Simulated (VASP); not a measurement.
# PtRhC4N4 (P-43m) in VASP: further runs, part 2 of 2

VASP 6.6.1.

**3. Single point, PBE, collinear spin, ferromagnetic start**

This run uses another cell than the first one, of 20.91 Å³/atom.

INCAR reads:

```
SYSTEM = PtRhC4N4
PREC = Accurate
ENCUT = 520
EDIFF = 1E-6
ISMEAR = 0
SIGMA = 0.1
LREAL = .False.
LASPH = .True.
NELM = 150
ALGO = Normal
ISIF = 2
LWAVE = .False.
LCHARG = .False.
ISPIN = 2
MAGMOM = 1 0 0 0 0 0 0 0 0 0
LORBIT = 11
LMAXMIX = 4
GGA = PE
NBANDS = 46
```

KPOINTS reads:

```
regular mesh
0
Gamma
  4 4 4
  0 0 0
```

POSCAR reads:

```
PtRhC4N4
1.0
    5.9355559443      0.0000000000      0.0000000000
    0.0000000000      5.9355559443      0.0000000000
    0.0000000000      0.0000000000      5.9355559443
Rh Pt C N
1 1 4 4
Direct
    0.5000000000      0.5000000000      0.5000000000
    0.0000000000      0.0000000000      0.0000000000
    0.1921931332      0.1921931332      0.1921931332
    0.1921931332      0.8078068668      0.8078068668
    0.8078068668      0.1921931332      0.8078068668
    0.8078068668      0.8078068668      0.1921931332
    0.3075065757      0.3075065757      0.3075065757
    0.3075065757      0.6924934243      0.6924934243
    0.6924934243      0.3075065757      0.6924934243
    0.6924934243      0.6924934243      0.3075065757
```

Potentials or basis: VASP PAW PBE potentials, release 64 (Rh_pv, Pt, C, N).

Launch:

```bash
> cat potpaw_PBE.64/Rh_pv/POTCAR potpaw_PBE.64/Pt/POTCAR potpaw_PBE.64/C/POTCAR potpaw_PBE.64/N/POTCAR > POTCAR
> mpirun -np 1 vasp_std > vasp.out
```

OUTCAR:

```text
SYSTEM = PtRhC4N4
   PREC = Accurate
   ENCUT = 520
   EDIFF = 1E-6
   ISMEAR = 0
   LREAL = .False.
   LASPH = .True.
   NELM = 150
   ISIF = 2
   ISPIN = 2
   LORBIT = 11
   GGA = PE

 ion  position               nearest neighbor table
   1  0.500  0.500  0.500-   7 1.98   8 1.98   9 1.98  10 1.98
   2  0.000  0.000  0.000-   3 1.98   4 1.98   5 1.98   6 1.98
   3  0.192  0.192  0.192-   7 1.19   2 1.98
   4  0.192  0.808  0.808-   8 1.19   2 1.98
   5  0.808  0.192  0.808-   9 1.19   2 1.98
   6  0.808  0.808  0.192-  10 1.19   2 1.98
   7  0.308  0.308  0.308-   3 1.19   1 1.98
   8  0.308  0.692  0.692-   4 1.19   1 1.98
   9  0.692  0.308  0.692-   5 1.19   1 1.98
  10  0.692  0.692  0.308-   6 1.19   1 1.98

  LATTYP: Found a simple cubic cell.
 ALAT       =     5.9355559443

  Lattice vectors:

 A1 = (   5.9355559443,   0.0000000000,   0.0000000000)
 A2 = (   0.0000000000,   5.9355559443,   0.0000000000)
 A3 = (   0.0000000000,   0.0000000000,   5.9355559443)

Analysis of symmetry for initial positions (statically):
=====================================================================
 Subroutine PRICEL returns:
 Original cell was already a primitive cell.

 Routine SETGRP: Setting up the symmetry group for a
 simple cubic supercell.

 Subroutine GETGRP returns: Found 24 space group operations
 (whereof 24 operations were pure point group operations)
 out of a pool of 48 trial point group operations.

The static configuration has the point symmetry T_d .

Analysis of symmetry for dynamics (positions and initial velocities):
=====================================================================
 Subroutine PRICEL returns:
 Original cell was already a primitive cell.

 Routine SETGRP: Setting up the symmetry group for a
 simple cubic supercell.

[... 633 lines left out ...]
      2     -46.9797      1.00000
      3     -46.9797      1.00000
      4     -18.1774      1.00000
      5     -18.0577      1.00000
      6     -18.0577      1.00000
[... 439 lines left out ...]
     41       5.1696      0.00000
     42       6.9016      0.00000
 [bands above 42 left out]

------------------------ aborting loop because EDIFF is reached ----------------------------------------

  FORCE on cell =-STRESS in cart. coord.  units (eV):
  Direction    XX          YY          ZZ          XY          YZ          ZX
  --------------------------------------------------------------------------------------
  -------------------------------------------------------------------------------------
  Total        0.4325738      0.4325738      0.4325738      0.0000000     -0.0000000      0.0000000
  in kB        3.3142598      3.3142598      3.3142598      0.0000000     -0.0000000      0.0000000
  external PRESSURE =       3.3142598 kB  Pullay stress =       0.0000000 kB

 VOLUME and BASIS-vectors are now :
 -----------------------------------------------------------------------------
  energy-cutoff  :      520.00
  volume of cell :      209.11
      direct lattice vectors                 reciprocal lattice vectors
     5.935555944  0.000000000  0.000000000     0.168476215  0.000000000  0.000000000
     0.000000000  5.935555944  0.000000000     0.000000000  0.168476215  0.000000000
     0.000000000  0.000000000  5.935555944     0.000000000  0.000000000  0.168476215

 POSITION                                       TOTAL-FORCE (eV/Angst)
 -----------------------------------------------------------------------------------
      2.96778      2.96778      2.96778         0.000000      0.000000      0.000000
      0.00000      0.00000      0.00000         0.000000      0.000000      0.000000
      1.14077      1.14077      1.14077        -0.148794     -0.148794     -0.148794
      1.14077      4.79478      4.79478        -0.148794      0.148794      0.148794
      4.79478      1.14077      4.79478         0.148794     -0.148794      0.148794
      4.79478      4.79478      1.14077         0.148794      0.148794     -0.148794
      1.82522      1.82522      1.82522         0.183644      0.183644      0.183644
      1.82522      4.11033      4.11033         0.183644     -0.183644     -0.183644
      4.11033      1.82522      4.11033        -0.183644      0.183644     -0.183644
      4.11033      4.11033      1.82522        -0.183644     -0.183644      0.183644
 -----------------------------------------------------------------------------------
    total drift:                               -0.000000     -0.000000      0.000000

  FREE ENERGIE OF THE ION-ELECTRON SYSTEM (eV)
  ---------------------------------------------------
  free  energy   TOTEN  =       -75.9243177048 eV

  energy  without entropy=      -75.8872790444  energy(sigma->0) =      -75.90579837

 total charge

# of ion       s       p       d       tot
------------------------------------------
    1        0.344   6.334   6.927  13.605
    2        0.738   1.017   7.956   9.711
    3        0.946   1.593   0.000   2.539
    4        0.946   1.593   0.000   2.539
    5        0.946   1.593   0.000   2.539
    6        0.946   1.593   0.000   2.539
    7        1.295   2.573   0.000   3.868
    8        1.295   2.573   0.000   3.868
    9        1.295   2.573   0.000   3.868
   10        1.295   2.573   0.000   3.868
--------------------------------------------------
tot         10.047  24.014  14.884  48.944

 magnetization (x)

# of ion       s       p       d       tot
------------------------------------------
    1        0.005   0.061   1.179   1.245
    2       -0.001  -0.095  -0.250  -0.345
    3       -0.002   0.018   0.000   0.016
    4       -0.002   0.018   0.000   0.016
    5       -0.002   0.018   0.000   0.016
    6       -0.002   0.018   0.000   0.016
    7        0.013  -0.003   0.000   0.010
    8        0.013  -0.003   0.000   0.010
    9        0.013  -0.003   0.000   0.010
   10        0.013  -0.003   0.000   0.010
--------------------------------------------------
tot          0.048   0.027   0.930   1.005
```

stdout:

```text
POSCAR found type information on POSCAR RhPtC N
 POSCAR found :  4 types and      10 ions
 scaLAPACK will be used
 LDA part: xc-table for (Slater+PW92), standard interpolation
 POSCAR, INCAR and KPOINTS ok, starting setup
 FFT: planning ... GRIDC
 FFT: planning ... GRID_SOFT
 FFT: planning ... GRID
 WAVECAR not read
 entering main loop
```

Wall time 4.9 min (1 thread of Intel Xeon Platinum 8259CL at 2.50GHz (Skylake/Cascade Lake), shared host); peak memory 0.49 GiB.

Results:

```
Free energy                                           : -75.9243 eV
Pressure                                              : 0.3 GPa
Largest force                                         : 0.318 eV/Å
Net moment                                            : 1.09 μB per cell
Site moments                                          : Rh +1.25; Pt -0.34; C +0.02; N +0.01 μB
Valence electrons inside the program's atomic spheres : Rh 13.61; Pt 9.71; C 2.54; N 3.87
```

Forces on the atoms (eV/Å):
```
Rh   0.000  0.000  0.000
Pt   0.000  0.000  0.000
C   -0.149 -0.149 -0.149
C   -0.149  0.149  0.149
C    0.149 -0.149  0.149
C    0.149  0.149 -0.149
N    0.184  0.184  0.184
N    0.184 -0.184 -0.184
N   -0.184  0.184 -0.184
N   -0.184 -0.184  0.184
```

Levels at points of the mesh, in eV from the Fermi level:
Spin up:
```tsv
k point	band 27	band 28	band 29	band 30	band 31	band 32	band 33	band 34	band 35	band 36
(0.00, 0.00, 0.00)	-1.17	-0.83	-0.83	-0.83	-0.23	-0.23	-0.23	4.86	4.86	4.86
(0.50, 0.00, 0.00)	-1.65	-1.20	-1.20	-0.36	0.04	0.37	0.37	4.51	4.51	4.95
(0.50, 0.50, 0.00)	-1.60	-1.09	-1.09	-0.39	0.05	0.27	0.27	4.69	4.69	4.88
(0.50, 0.50, 0.50)	-1.05	-0.68	-0.68	-0.68	-0.23	-0.23	-0.23	4.77	4.77	4.77
```
Spin down:
```csv
k point,band 26,band 27,band 28,band 29,band 30,band 31,band 32,band 33,band 34,band 35
"(0.00, 0.00, 0.00)",-0.89,-0.89,-0.71,-0.71,-0.71,0.38,0.38,0.38,4.88,4.88
"(0.50, 0.00, 0.00)",-1.91,-1.27,-0.90,-0.90,0.00,0.51,0.82,0.82,4.61,4.61
"(0.50, 0.50, 0.00)",-1.79,-1.24,-0.78,-0.78,-0.01,0.50,0.72,0.72,4.77,4.77
"(0.50, 0.50, 0.50)",-0.78,-0.78,-0.54,-0.54,-0.54,0.39,0.39,0.39,4.79,4.79
```

Caveat: spin-orbit coupling is left out, which moves the levels of the heavy elements.
